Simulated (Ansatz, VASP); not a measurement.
# One calculation of Al2Cu, two programs

Contents of INCAR:

```
SYSTEM = Al2Cu
PREC     = Accurate       ! precision mode
ENCUT    = 520            ! plane-wave cutoff, eV
EDIFF    = 1E-6           ! SCF threshold, eV
ISMEAR   = 0              ! smearing method
SIGMA    = 0.15           ! smearing width, eV
LREAL    = .FALSE.        ! projectors in reciprocal space
LASPH    = .TRUE.         ! aspherical terms in the spheres
NELM     = 100            ! most SCF steps
ALGO     = Fast           ! electronic algorithm
ISIF     = 2              ! what is computed and relaxed
LWAVE    = .FALSE.        ! write WAVECAR
LCHARG   = .TRUE.         ! write CHGCAR
GGA      = PS             ! functional
LELF     = .TRUE.         ! ELF
LVHAR    = .TRUE.       
NBANDS   = 26             ! bands
```

The input KPOINTS:

```
regular mesh
0
G
  10 10 10
  0 0 0
```

Contents of POSCAR:

```
Al2Cu
1.0
   -3.0864000000      3.0864000000      2.3896500000
    3.0864000000     -3.0864000000      2.3896500000
    3.0864000000      3.0864000000     -2.3896500000
Al Cu
4 2
Direct
    0.1593210787      0.6593210787      0.8186421574
    0.6593210787      0.8406789213      0.5000000000
    0.8406789213      0.3406789213      0.1813578426
    0.3406789213      0.1593210787      0.5000000000
    0.7500000000      0.7500000000      0.0000000000
    0.2500000000      0.2500000000      0.0000000000
```

Input for Ansatz:

```yaml
crystal:
  lattice:
    - [-3.0864, 3.0864, 2.38965]
    - [3.0864, -3.0864, 2.38965]
    - [3.0864, 3.0864, -2.38965]
  atoms:
    - { symbol: Al, position: [0.1593210787, 0.6593210787, 0.8186421574] }
    - { symbol: Al, position: [0.6593210787, 0.8406789213, 0.5] }
    - { symbol: Al, position: [0.8406789213, 0.3406789213, 0.1813578426] }
    - { symbol: Al, position: [0.3406789213, 0.1593210787, 0.5] }
    - { symbol: Cu, position: [0.75, 0.75, 0.0] }
    - { symbol: Cu, position: [0.25, 0.25, 0.0] }
basis:
  ecutwfc: 520.0
kpoints:
  mp_grid: { grid: [10, 10, 10] }
hamiltonian:
  xc: pbesol
  pseudopotentials: { kind: paw, azcp: { folder: soft_1 } }
scf:
  occupations: { method: gaussian, width: 0.15 }
output:
  forces: true
  stress: true
  eigenvalues: true
```

Alike in both runs: task single point; functional PBEsol; k mesh 10 × 10 × 10; occupations gaussian, width 0.15 eV; no spin polarisation.

|  | VASP | Ansatz |
| --- | --- | --- |
| version | VASP 6.6.1 | Ansatz 0.2.0 |
| potentials or method | VASP PAW PBE potentials, release 64 (Al, Cu), cutoff 520 eV | scalar-relativistic, plane waves, PAW |
| valence electrons in the cell | 34 | 50 |

VASP gave:

- gap on the k mesh at the Fermi level (eV): none
- pressure (GPa): -4.4
- traceless stress, the component that is largest in VASP (GPa): 3.45
- rms of the force components (eV/Å): 0.033

**Question.** What did Ansatz give for the same quantities?

**Answer.** gap on the k mesh at the Fermi level (eV): none; pressure (GPa): -4.7; traceless stress, the component that is largest in VASP (GPa): 3.44; rms of the force components (eV/Å): 0.031.

VASP's potentials were made for PBE, not for PBEsol, and Ansatz warns of the same on its side. Atom by atom the forces differ by 0.001 eV/Å (rms over components). A gap of «none» marks a metal or a gap that the smearing closes. VASP's potentials hold 34 valence electrons a cell and Ansatz's 50, so a difference there can come from the potentials and not from the codes.
